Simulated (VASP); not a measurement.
Here is a VASP 6.6.1 calculation.

File INCAR:

```
SYSTEM = Ag
ALGO = Fast ; EDIFF = 1E-6
ENCUT = 520 ; GGA = PS
ISIF = 2 ; ISMEAR = 0
LASPH = .TRUE. ; LCHARG = .FALSE.
LREAL = .FALSE. ; LWAVE = .FALSE.
NBANDS = 12 ; NELM = 60
PREC = Accurate ; SIGMA = 0.15
```

Contents of KPOINTS:

```
k-points
0
G
  22 22 22
  0 0 0
```

POSCAR

```
Ag
1.0
   -1.7357708363      1.6566151630      1.6566151630
    1.6566151630     -1.7357708363      1.6566151630
    1.6566151630      1.6566151630     -1.7357708363
Ag
1
Direct
    0.0000000000      0.0000000000      0.0000000000
```

Potentials or basis: VASP PAW PBE potentials, release 64 (Ag).

Run with:

```console
$ cat potpaw_PBE.64/Ag/POTCAR > POTCAR
$ mpirun -np 1 vasp_std > vasp.out
```

Q: What does it give for the pressure?

A: -6.6 GPa.

Stress tensor (GPa, compression positive):
```
-6.63  2.77  2.77
 2.77 -6.63  2.77
 2.77  2.77 -6.63
```

Caveat: the PAW data sets were made with another functional, which shifts forces and pressure a little.
